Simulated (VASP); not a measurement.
A run of VASP 6.6.1 is set up as follows.

Contents of INCAR:

```
PREC = Accurate
ENCUT = 520
EDIFF = 1E-7
ISMEAR = 0
SIGMA = 0.15
LREAL = False
LASPH = True
NELM = 100
ALGO = Fast
ISIF = 2
LWAVE = False
LCHARG = False
GGA = PE
IVDW = 12
NBANDS = 13
```

KPOINTS

```
Automatic mesh
0
Gamma
  18 18 18
```

The input POSCAR:

```
Sn
1.0
   -1.8946518192      1.8946518192      2.1788495921
    1.8946518192     -1.8946518192      2.1788495921
    1.8946518192      1.8946518192     -2.1788495921
Sn
1
Direct
    0.0000000000      0.0000000000      0.0000000000
```

Potentials or basis: VASP PAW PBE potentials, release 64 (Sn_d).

Launch:

```console
$ cat potpaw_PBE.64/Sn_d/POTCAR > POTCAR
$ mpirun -np 1 vasp_std > vasp.out
```

Estimate the dispersion energy per atom.

-0.338 eV.

Predict the pressure.

-4.4 GPa.

Predict the band gap on the k mesh.

zero (bands 7 and 8 overlap by 8.42 eV).

Stress tensor (GPa, compression positive):
```
-4.54  0.00  0.00
 0.00 -4.54  0.00
 0.00  0.00 -4.02
```

Caveat: the cell differs from its parent crystal (strain +0.1500 x Voigt [0, 0, 1, 0, 0, 0]); the cell stands under tension; spin-orbit coupling is left out, which moves the levels of the heavy elements.
